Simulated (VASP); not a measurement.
# V (Im-3m) in VASP: notebook

The runs below take V through single point, relaxation of cell and atoms, with PBEsol.

Everything below comes from runs of VASP 6.6.1. Logs are shortened: lines on timing, memory, paths and dates and some standing lists are left out, and cuts for length are marked.

### 1 The cell of the first run

Symmetry: Im-3m, No. 229, cubic system. The conventional cell has a = 2.960 Å, b = 2.960 Å, c = 2.960 Å, α = 90.00°, β = 90.00°, γ = 90.00°. V (site symmetry m-3m) has 14 V at 2.56 to 2.96 Å within 3.4 Å.

### 2 Single point, PBEsol, collinear spin, ferromagnetic start

INCAR

```
SYSTEM = V
PREC = Accurate ; ENCUT = 520
EDIFF = 1E-6 ; ISMEAR = -1
SIGMA = 0.1 ; LREAL = .False.
LASPH = .True. ; NELM = 150
ALGO = Normal ; ISIF = 2
LWAVE = .False. ; LCHARG = .False.
ISPIN = 2 ; MAGMOM = 1.5
LORBIT = 11 ; LMAXMIX = 4
GGA = PS ; NBANDS = 16
```

KPOINTS

```
Automatic mesh
0
Gamma
  21 21 21
  0 0 0
```

POSCAR

```
V
1.0
    2.5635355075     -0.0000000142     -0.0000000246
   -0.8545118225      2.4169244596     -0.0000000246
   -0.8545118225     -1.2084621943      2.0931180015
V
1
Direct
    0.0000000000      0.0000000000      0.0000000000
```

Potentials or basis: VASP PAW PBE potentials, release 64 (V_sv).

The run is started by

```bash
$ cat potpaw_PBE.64/V_sv/POTCAR > POTCAR
$ mpirun -np 1 vasp_std > vasp.out
```

OUTCAR:

```text
SYSTEM = V
   PREC = Accurate
   ENCUT = 520
   EDIFF = 1E-6
   ISMEAR = -1
   LREAL = .False.
   LASPH = .True.
   NELM = 150
   ISIF = 2
   ISPIN = 2
   LORBIT = 11
   GGA = PS

 ion  position               nearest neighbor table
   1  0.000  0.000  0.000-

  LATTYP: Found a body centered cubic cell.
 ALAT       =     2.9601158306

  Lattice vectors:

 A1 = (   2.5635355075,  -0.0000000142,  -0.0000000246)
 A2 = (  -0.8545118225,   2.4169244596,  -0.0000000246)
 A3 = (  -0.8545118225,  -1.2084621943,   2.0931180015)

Analysis of symmetry for initial positions (statically):
=====================================================================
 Subroutine PRICEL returns:
 Original cell was already a primitive cell.

 Routine SETGRP: Setting up the symmetry group for a
 body centered cubic supercell.

 Subroutine GETGRP returns: Found 48 space group operations
 (whereof 48 operations were pure point group operations)
 out of a pool of 48 trial point group operations.

The static configuration has the point symmetry O_h .

Analysis of symmetry for dynamics (positions and initial velocities):
=====================================================================
 Subroutine PRICEL returns:
 Original cell was already a primitive cell.

 Routine SETGRP: Setting up the symmetry group for a
 body centered cubic supercell.

 Subroutine GETGRP returns: Found 48 space group operations
 (whereof 48 operations were pure point group operations)
 out of a pool of 48 trial point group operations.

The dynamic configuration has the point symmetry O_h .

Analysis of structural, dynamic, and magnetic symmetry:
=====================================================================
 Subroutine PRICEL returns:
 Original cell was already a primitive cell.

 Routine SETGRP: Setting up the symmetry group for a
 body centered cubic supercell.

 Subroutine GETGRP returns: Found 48 space group operations
 (whereof 48 operations were pure point group operations)
 out of a pool of 48 trial point group operations.

The overall configuration has the point symmetry O_h .

 Subroutine INISYM returns: Found 48 space group operations
 (whereof 48 operations are pure point group operations),
 and found     1 'primitive' translations

----------------------------------------------------------------------------------------

                                     Primitive cell

  volume of cell :      12.9687

  direct lattice vectors                    reciprocal lattice vectors
     2.563535508 -0.000000014 -0.000000025     0.390086271  0.137916324  0.238878073
    -0.854511823  2.416924460 -0.000000025     0.000000005  0.413748972  0.238878073
    -0.854511823 -1.208462194  2.093118002     0.000000005  0.000000006  0.477756157

  length of vectors
     2.563535508  2.563535507  2.563535507     0.477756157  0.477756157  0.477756157

  position of ions in fractional coordinates (direct lattice)
     0.000000000  0.000000000  0.000000000

  ion indices of the primitive-cell ions
   primitive index   ion index
                 1           1

----------------------------------------------------------------------------------------

 KPOINTS: Automatic mesh

Automatic generation of k-mesh.
 Grid dimensions read from file:
 generate k-points for:   21   21   21

 Generating k-lattice:

  Cartesian coordinates                     Fractional coordinates (reciprocal lattice)
     0.018575537  0.006567444  0.011375146     0.047619048 -0.000000000 -0.000000000
     0.000000000  0.019702332  0.011375146    -0.000000000  0.047619048  0.000000000
     0.000000000  0.000000000  0.022750293     0.000000000  0.000000000  0.047619048

  Length of vectors
     0.022750293  0.022750293  0.022750293

  Shift w.r.t. Gamma in fractional coordinates (k-lattice)
     0.000000000  0.000000000  0.000000000

 Subroutine IBZKPT returns following result:
 ===========================================

 Found    286 irreducible k-points:

 Following reciprocal coordinates:
            Coordinates               Weight
  0.000000  0.000000  0.000000      1.000000
  0.047619  0.000000  0.000000     12.000000
  0.095238 -0.000000 -0.000000     12.000000
  0.142857  0.000000  0.000000     12.000000
  0.190476 -0.000000 -0.000000     12.000000
  0.238095 -0.000000  0.000000     12.000000
[... 16 lines left out ...]
  0.142857  0.095238 -0.000000     48.000000
  0.190476  0.095238 -0.000000     48.000000
 [... further k-points ...]
   k-points           NKPTS =    286   k-points in BZ     NKDIM =    286   number of bands    NBANDS=     16
   number of dos      NEDOS =    301   number of ions     NIONS =      1
   total plane-waves  NPLWV =   8000
   dimension x,y,z NGX =    20 NGY =   20 NGZ =   20
   dimension x,y,z NGXF=    40 NGYF=   40 NGZF=   40
   ions per type =               1
   NGX,Y,Z   is equivalent  to a cutoff of  12.97, 12.97, 12.97 a.u.
   NGXF,Y,Z  is equivalent  to a cutoff of  25.94, 25.94, 25.94 a.u.
 SYSTEM =  V
   PREC   = accura    normal or accurate (medium, high low for compatibility)
   ISTART =      0    job   : 0-new  1-cont  2-samecut
   ICHARG =      2    charge: 1-file 2-atom 10-const
   ISPIN  =      2    spin polarized calculation?
   LNONCOLLINEAR =      F non collinear calculations
   LSORBIT =      F    spin-orbit coupling
   LASPH  =      T    aspherical Exc in radial PAW
   ENCUT  =  520.0 eV  38.22 Ry    6.18 a.u.   4.77  4.77  4.77*2*pi/ulx,y,z
   NELM   =    150;   NELMIN=  2; NELMDL= -5     # of ELM steps
   EDIFF  = 0.1E-05   stopping-criterion for ELM
   LREAL  =      F    real-space projection
   EDIFFG = 0.1E-04   stopping-criterion for IOM
   NSW    =      0    number of steps for IOM
   IBRION =     -1    ionic relax: 0-MD 1-quasi-New 2-CG
   NFREE  =      0    steps in history (QN), initial steepest desc. (CG)
   ISIF   =      2    stress and relaxation
   ISYM   =      2    0-nonsym 1-usesym 2-fastsym
   POTIM  = 0.5000    time-step for ionic-motion
   TEBEG  =    0.0;   TEEND  =   0.0 temperature during run
   PSTRESS=    0.0 pullay stress
   NELECT =      13.0000    total number of electrons
   NUPDOWN=      -1.0000    fix difference up-down
   EMIN   =  10.00;   EMAX   =-10.00  energy-range for DOS
   EFERMI =   0.00;   METHOD = LEGACY
   ISMEAR =    -1;   SIGMA  =   0.10  broadening in eV -4-tet -1-fermi 0-gaus
   EFERMI_NEDOS =   21; number of points for ismear=-14 and -15
   IALGO  =     38    algorithm
   IMIX   =      4    mixing-type and parameters
     AMIX     =   0.40;   BMIX     =  1.00
     AMIX_MAG =   1.60;   BMIX_MAG =  1.00
  volume/ion in A,a.u.               =      12.97        87.52
  Fermi-wavevector in a.u.,A,eV,Ry     =   1.638415  3.096155 36.523529  2.684404
  Thomas-Fermi vector in A             =   2.729392
   LORBIT       =     11    0 simple, 1 ext, 2 COOP (PROOUT), +10 PAW based schemes
   GGA     = PS    functional components
   LHFCALC =     F    Hartree Fock is set to
   AEXX    =    0.0000 exact exchange contribution
   IVDW    =     0    specifies the selected vdW correction
   LEPSILON=     F    determine dielectric tensor
   LRPA    =     F    only Hartree local field effects (RPA)
 spin polarized calculation
  energy-cutoff  :      520.00
  volume of cell :       12.97
 maximum number of plane-waves:       370
   NGX =  9   NGY =  9   NGZ =  9

 number of electron      13.0000001 magnetization      -0.0016432

 number of electron      13.0000001 magnetization       0.0008825

 Free energy of the ion-electron system (eV)
  ---------------------------------------------------
  ext. energy  EPLUGINS =         0.00000000
  ---------------------------------------------------
  free energy    TOTEN  =        -9.66236925 eV

  energy without entropy =       -9.60789923  energy(sigma->0) =       -9.63513424

 E-fermi :  10.0615     XC(G=0): -13.2671

 val. band max:       10.0611783497   @ k =   0.3810   0.1905  -0.0000
 cond. band min:      10.0617521335   @ k =   0.3810   0.1905  -0.0000
 fundamental gap:      0.0005737838
 Fermi energy:        10.0614897178

 spin component 1

 k-point     1 :       0.0000    0.0000    0.0000
  band No.  band energies     occupation
      1     -53.3863      1.00000
      2     -26.7216      1.00000
      3     -26.7216      1.00000
      4     -26.7216      1.00000
      5       3.3625      1.00000
      6      10.4634      0.01764
[... 8 lines left out ...]
     15      38.2358      0.00000
     16      42.7565      0.00000

 k-point     2 :       0.0476    0.0000    0.0000
  band No.  band energies     occupation
      1     -53.3812      1.00000
      2     -26.7455      1.00000
      3     -26.7288      1.00000
      4     -26.7218      1.00000
      5       3.4581      1.00000
      6      10.4215      0.02660
[... 8 lines left out ...]
     15      38.4086      0.00000
     16      41.5641      0.00000

 k-point     3 :       0.0952   -0.0000   -0.0000
  band No.  band energies     occupation
      1     -53.3663      1.00000
      2     -26.8149      1.00000
      3     -26.7498      1.00000
      4     -26.7223      1.00000
      5       3.7386      1.00000
      6      10.3013      0.08334
[... 8 lines left out ...]
     15      38.7649      0.00000
     16      40.0074      0.00000
[... 362 lines left out ...]
 k-point    23 :       0.1429    0.0952   -0.0000
  band No.  band energies     occupation
      1     -53.3010      1.00000
      2     -27.1048      1.00000
      3     -26.8215      1.00000
      4     -26.7517      1.00000
      5       5.0056      1.00000
      6       9.8834      0.85586
[... 8 lines left out ...]
     15      36.8744      0.00000
     16      39.7649      0.00000

 k-point    24 :       0.1905    0.0952   -0.0000
  band No.  band energies     occupation
      1     -53.2685      1.00000
      2     -27.2396      1.00000
      3     -26.8722      1.00000
      4     -26.7555      1.00000
      5       5.6382      1.00000
      6       9.6415      0.98522
[... 8 lines left out ...]
     15      37.3728      0.00000
     16      39.3431      0.00000

 [... further k-points ...]

 spin component 2

 k-point     1 :       0.0000    0.0000    0.0000
  band No.  band energies     occupation
      1     -53.3856      1.00000
      2     -26.7209      1.00000
      3     -26.7209      1.00000
      4     -26.7209      1.00000
      5       3.3631      1.00000
      6      10.4642      0.01751
[... 8 lines left out ...]
     15      38.2361      0.00000
     16      42.7573      0.00000

 k-point     2 :       0.0476    0.0000    0.0000
  band No.  band energies     occupation
      1     -53.3805      1.00000
      2     -26.7448      1.00000
      3     -26.7281      1.00000
      4     -26.7211      1.00000
      5       3.4586      1.00000
      6      10.4223      0.02639
[... 8 lines left out ...]
     15      38.4089      0.00000
     16      41.5651      0.00000

 k-point     3 :       0.0952   -0.0000   -0.0000
  band No.  band energies     occupation
      1     -53.3656      1.00000
      2     -26.8142      1.00000
      3     -26.7491      1.00000
      4     -26.7216      1.00000
      5       3.7392      1.00000
      6      10.3021      0.08274
[... 8 lines left out ...]
     15      38.7653      0.00000
     16      40.0081      0.00000
[... 362 lines left out ...]
 k-point    23 :       0.1429    0.0952   -0.0000
  band No.  band energies     occupation
      1     -53.3002      1.00000
      2     -27.1041      1.00000
      3     -26.8207      1.00000
      4     -26.7510      1.00000
      5       5.0061      1.00000
      6       9.8841      0.85491
[... 8 lines left out ...]
     15      36.8748      0.00000
     16      39.7655      0.00000

 k-point    24 :       0.1905    0.0952   -0.0000
  band No.  band energies     occupation
      1     -53.2678      1.00000
      2     -27.2389      1.00000
      3     -26.8714      1.00000
      4     -26.7548      1.00000
      5       5.6388      1.00000
      6       9.6423      0.98511
[... 8 lines left out ...]
     15      37.3733      0.00000
     16      39.3438      0.00000

 [... further k-points ...]

------------------------ aborting loop because EDIFF is reached ----------------------------------------

  FORCE on cell =-STRESS in cart. coord.  units (eV):
  Direction    XX          YY          ZZ          XY          YZ          ZX
  --------------------------------------------------------------------------------------
  -------------------------------------------------------------------------------------
  Total        0.0186784      0.0186784      0.0186784     -0.0000000     -0.0000000     -0.0000000
  in kB        2.3075710      2.3075710      2.3075710     -0.0000000     -0.0000000     -0.0000000
  external PRESSURE =       2.3075710 kB  Pullay stress =       0.0000000 kB

 VOLUME and BASIS-vectors are now :
 -----------------------------------------------------------------------------
  energy-cutoff  :      520.00
  volume of cell :       12.97
      direct lattice vectors                 reciprocal lattice vectors
     2.563535508 -0.000000014 -0.000000025     0.390086271  0.137916324  0.238878073
    -0.854511823  2.416924460 -0.000000025     0.000000005  0.413748972  0.238878073
    -0.854511823 -1.208462194  2.093118002     0.000000005  0.000000006  0.477756157

 POSITION                                       TOTAL-FORCE (eV/Angst)
 -----------------------------------------------------------------------------------
      0.00000      0.00000      0.00000        -0.000000     -0.000000      0.000000
 -----------------------------------------------------------------------------------
    total drift:                                0.000000      0.000000      0.000000

  FREE ENERGIE OF THE ION-ELECTRON SYSTEM (eV)
  ---------------------------------------------------
  free  energy   TOTEN  =        -9.6623692463 eV

  energy  without entropy=       -9.6078992323  energy(sigma->0) =       -9.63513424

 total charge

# of ion       s       p       d       tot
------------------------------------------
    1        2.355   6.236   3.136  11.727

 magnetization (x)

# of ion       s       p       d       tot
------------------------------------------
    1        0.000   0.000   0.000   0.000
```

Wall time 2.8 min (1 thread of Intel Xeon 8259CL, shared host); peak memory 0.2 GiB.

Results:

* Free energy: -9.6624 eV
* Pressure: 0.2 GPa
* Net moment: 0.00 μB per cell
* Valence electrons inside the program's atomic spheres: V 11.73

Caveat: the PAW data sets were made with another functional, which shifts forces and pressure a little.

### 3 Relaxation of cell and atoms, PBEsol, collinear spin, ferromagnetic start

This run uses another cell than the first one, of 13.89 Å³/atom.

INCAR

```
PREC = Accurate ; ENCUT = 600
EDIFF = 1E-7 ; ISMEAR = -1
SIGMA = 0.1 ; LREAL = False
LASPH = True ; NELM = 150
ALGO = Normal ; ISIF = 3
LWAVE = False ; LCHARG = False
ISPIN = 2 ; MAGMOM = 1.5
LORBIT = 11 ; LMAXMIX = 4
GGA = PS ; IBRION = 2
NSW = 80 ; EDIFFG = -0.02
```

KPOINTS

```
regular mesh
0
Gamma
  21 21 21
```

POSCAR

```
V
1.0
    2.6229310205     -0.0000000145     -0.0000000252
   -0.8743103265      2.4729230865     -0.0000000252
   -0.8743103265     -1.2364615069      2.1416142354
V
1
Direct
    0.0000000000      0.0000000000      0.0000000000
```

Potentials or basis: VASP PAW PBE potentials, release 64 (V_sv).

The run is started by

```bash
$ cat potpaw_PBE.64/V_sv/POTCAR > POTCAR
$ mpirun -np 1 vasp_std > vasp.out
```

OUTCAR:

```text
PREC = Accurate
   ENCUT = 600
   EDIFF = 1E-7
   ISMEAR = -1
   LREAL = False
   LASPH = True
   NELM = 150
   ISIF = 3
   ISPIN = 2
   LORBIT = 11
   GGA = PS
   IBRION = 2
   NSW = 80
   EDIFFG = -0.02

 ion  position               nearest neighbor table
   1  0.000  0.000  0.000-

  LATTYP: Found a body centered cubic cell.
 ALAT       =     3.0286998615

  Lattice vectors:

 A1 = (   2.6229310205,  -0.0000000145,  -0.0000000252)
 A2 = (  -0.8743103265,   2.4729230865,  -0.0000000252)
 A3 = (  -0.8743103265,  -1.2364615069,   2.1416142354)

Analysis of symmetry for initial positions (statically):
=====================================================================
 Subroutine PRICEL returns:
 Original cell was already a primitive cell.

 Routine SETGRP: Setting up the symmetry group for a
 body centered cubic supercell.

[... 940 lines left out ...]
 number of electron      12.9999997 magnetization      -0.0000001

 number of electron      12.9999997 magnetization       0.0000001

 Free energy of the ion-electron system (eV)
  ---------------------------------------------------
  ext. energy  EPLUGINS =         0.00000000
  ---------------------------------------------------
  free energy    TOTEN  =        -9.66327446 eV

  energy without entropy =       -9.60869765  energy(sigma->0) =       -9.63598606

 E-fermi :  10.0377     XC(G=0): -13.2567

 val. band max:       10.0358948436   @ k =   0.3810   0.1905   0.0000
 cond. band min:      10.0425161074   @ k =  -0.3333   0.4286   0.1429
 fundamental gap:      0.0066212638
 Fermi energy:        10.0376923014

 spin component 1

 k-point     1 :       0.0000    0.0000    0.0000
  band No.  band energies     occupation
      1     -53.4116      1.00000
      2     -26.7507      1.00000
      3     -26.7507      1.00000
      4     -26.7507      1.00000
      5       3.3430      1.00000
      6      10.4397      0.01764
      7      10.4397      0.01764
      8      10.4397      0.01764
      9      12.5377      0.00000
     10      12.5377      0.00000
     11      30.7850      0.00000
[... 690 lines left out ...]
  FREE ENERGIE OF THE ION-ELECTRON SYSTEM (eV)
  ---------------------------------------------------
  free  energy   TOTEN  =        -9.6632744625 eV

  energy  without entropy=       -9.6086976480  energy(sigma->0) =       -9.63598606

 reached required accuracy - stopping structural energy minimisation

 total charge

# of ion       s       p       d       tot
------------------------------------------
    1        2.354   6.235   3.134  11.724

 magnetization (x)

# of ion       s       p       d       tot
------------------------------------------
    1       -0.000  -0.000   0.000  -0.000
```

OSZICAR:

```text
N       E                     dE             d eps       ncg     rms          rms(c)
DAV:   1     0.973749294034E+02    0.97375E+02   -0.77097E+03 12595   0.142E+03
DAV:   2    -0.944077254570E+01   -0.10682E+03   -0.10408E+03 12746   0.368E+02
[... 29 lines left out ...]
DAV:   4    -0.966326274536E+01    0.74523E-02   -0.15695E-02 13430   0.167E+00    0.152E-01
DAV:   5    -0.966330262533E+01   -0.39880E-04   -0.44824E-04 14180   0.338E-01    0.395E-02
DAV:   6    -0.966327433557E+01    0.28290E-04   -0.60173E-05 13040   0.126E-01    0.899E-03
DAV:   7    -0.966327490775E+01   -0.57218E-06   -0.40707E-07 13313   0.862E-03    0.228E-03
DAV:   8    -0.966327453554E+01    0.37221E-06   -0.24171E-08  7141   0.241E-03    0.814E-04
DAV:   9    -0.966327446255E+01    0.72993E-07   -0.45934E-09  6445   0.104E-03
   3 F= -.96632745E+01 E0= -.96359861E+01  d E =-.352443E-01  mag=     0.0000
```

CONTCAR:

```text
V
   1.00000000000000
     2.5651106595564253   -0.0000000141802644   -0.0000000246424425
    -0.8550368731533226    2.4184095273021171   -0.0000000246452074
    -0.8550368731517879   -1.2092047281024463    2.0944041078285318
  V
     1
Direct
     0.0000000000000000    0.0000000000000000    0.0000000000000000

  0.00000000E+00  0.00000000E+00  0.00000000E+00
```

Wall time 5.5 min (1 thread of Intel Xeon 8259CL, shared host); peak memory 0.23 GiB.

Results:

| Item | Value |
| --- | --- |
| Free energy | -9.6633 eV |
| Relaxed volume | 12.99 Å³/atom |
| Relaxed cell | a = 2.565 Å, b = 2.565 Å, c = 2.565 Å, α = 109.47°, β = 109.47°, γ = 109.47° |
| Space group after relaxing (to 0.1 Å) | Im-3m (No. 229) |
| Energy gained by relaxing | 35.2 meV/atom |
| Ionic steps | 3 |
| Pressure after relaxing | -0.2 GPa |
| Net moment | 0.00 μB per cell |
| Valence electrons inside the program's atomic spheres | V 11.72 |

Step by step:
```tsv
step	energy change (eV)	largest force (eV/Å)	pressure (GPa)	volume (Å³)
1	0.0000	0.0000	-11.68	13.89
2	0.0211	0.0000	18.85	11.95
3	-0.0352	0.0000	-0.24	12.99
```

Final structure:
```yaml
crystal:
  lattice:
    - [2.56511, 0.00000, 0.00000]
    - [-0.85504, 2.41841, 0.00000]
    - [-0.85504, -1.20920, 2.09440]
  atoms:
    - { symbol: V, position: [0.00000, 0.00000, 0.00000] }
```

Levels at points of the mesh, in eV from the Fermi level:
Spin up:
```tsv
k point	band 4	band 5	band 6	band 7	band 8	band 9	band 10	band 11
(0.00, 0.00, 0.00)	-36.79	-6.69	0.40	0.40	0.40	2.50	2.50	20.75
```
Spin down:
```
           k point  band 3  band 4  band 5  band 6  band 7  band 8  band 9  band 10  band 11
(0.00, 0.00, 0.00)  -36.79  -36.79   -6.69    0.40    0.40    0.40    2.50     2.50    20.75
```

Caveat: the PAW data sets were made with another functional, which shifts forces and pressure a little.
